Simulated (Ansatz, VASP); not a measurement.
**TiO2 in VASP and in Ansatz**

INCAR

```
  ALGO = Normal
  EDIFF = 1E-6
  ENCUT = 520
  GGA = PE
  ISIF = 2
  ISMEAR = 0
  LASPH = T
  LCHARG = T
  LELF = T
  LREAL = F
  LVHAR = T
  LWAVE = F
  NBANDS = 60
  NELM = 60
  PREC = Accurate
  SIGMA = 0.02
```

The input KPOINTS:

```
k-points
0
Gamma
  6 6 6
```

POSCAR

```
TiO2
1.0
    5.3725687869      0.0000000000      0.0000000000
    0.0000000000      5.3725608194      0.0000000000
   -2.7328299396      0.0000000000      4.8495695209
Ti O
4 8
Direct
    0.5000000000      0.3764087041      0.2500000000
    0.5000000000      0.6235912959      0.7500000000
    0.0000000000      0.8764087041      0.2500000000
    0.0000000000      0.1235912959      0.7500000000
    0.2056861018      0.8730317537      0.6629149541
    0.7943138982      0.1269682463      0.3370850459
    0.7943138982      0.8730317537      0.8370850459
    0.2056861018      0.1269682463      0.1629149541
    0.7056861018      0.3730317537      0.6629149541
    0.2943138982      0.6269682463      0.3370850459
    0.2943138982      0.3730317537      0.8370850459
    0.7056861018      0.6269682463      0.1629149541
```

Input for Ansatz:

```yaml
crystal:
  lattice:
    - [5.3725687869, 0.0, 0.0]
    - [0.0, 5.3725608194, 0.0]
    - [-2.7328299396, 0.0, 4.8495695209]
  atoms:
    - { symbol: Ti, position: [0.5, 0.3764087041, 0.25] }
    - { symbol: Ti, position: [0.5, 0.6235912959, 0.75] }
    - { symbol: Ti, position: [0.0, 0.8764087041, 0.25] }
    - { symbol: Ti, position: [0.0, 0.1235912959, 0.75] }
    - { symbol: O, position: [0.2056861018, 0.8730317537, 0.6629149541] }
    - { symbol: O, position: [0.7943138982, 0.1269682463, 0.3370850459] }
    - { symbol: O, position: [0.7943138982, 0.8730317537, 0.8370850459] }
    - { symbol: O, position: [0.2056861018, 0.1269682463, 0.1629149541] }
    - { symbol: O, position: [0.7056861018, 0.3730317537, 0.6629149541] }
    - { symbol: O, position: [0.2943138982, 0.6269682463, 0.3370850459] }
    - { symbol: O, position: [0.2943138982, 0.3730317537, 0.8370850459] }
    - { symbol: O, position: [0.7056861018, 0.6269682463, 0.1629149541] }
basis:
  ecutwfc: 420
kpoints:
  mp_grid: { grid: [6, 6, 6] }
  band_path: { path: [VBM, CBM], npoints: 2 }
hamiltonian:
  xc: pbe
scf:
  occupations: { method: gaussian, width: 0.02 }
output:
  forces: true
  stress: true
  eigenvalues: true
checkpoint:
  read: start.run
  write: ck
  compress: false
  write_wavefunctions: false
  write_every: 100000
```

Alike in both runs: task single point; functional PBE; k mesh 6 × 6 × 6; occupations gaussian, width 0.02 eV; no spin polarisation.

|  | VASP | Ansatz |
| --- | --- | --- |
| version | VASP 6.6.1 | Ansatz 0.2.0 |
| potentials or method | VASP PAW PBE potentials, release 64 (Ti_sv, O), cutoff 520 eV | scalar-relativistic, plane waves, PAW |
| valence electrons in the cell | 96 | 96 |

|  | VASP | Ansatz | Ansatz less VASP |
| --- | --- | --- | --- |
| gap on the k mesh at the Fermi level (eV) | 2.10 | 2.13 | +0.023 |
| least direct gap on the mesh (eV) | 2.16 | 2.18 | +0.023 |
| pressure (GPa) | 0.7 | 0.0 | -0.69 |
| traceless stress, the component that is largest in VASP (GPa) | 0.47 | 0.48 | +0.004 |
| rms of the force components (eV/Å) | 0.009 | 0.003 | -0.0059 |

Atom by atom the forces differ by 0.009 eV/Å (rms over components).
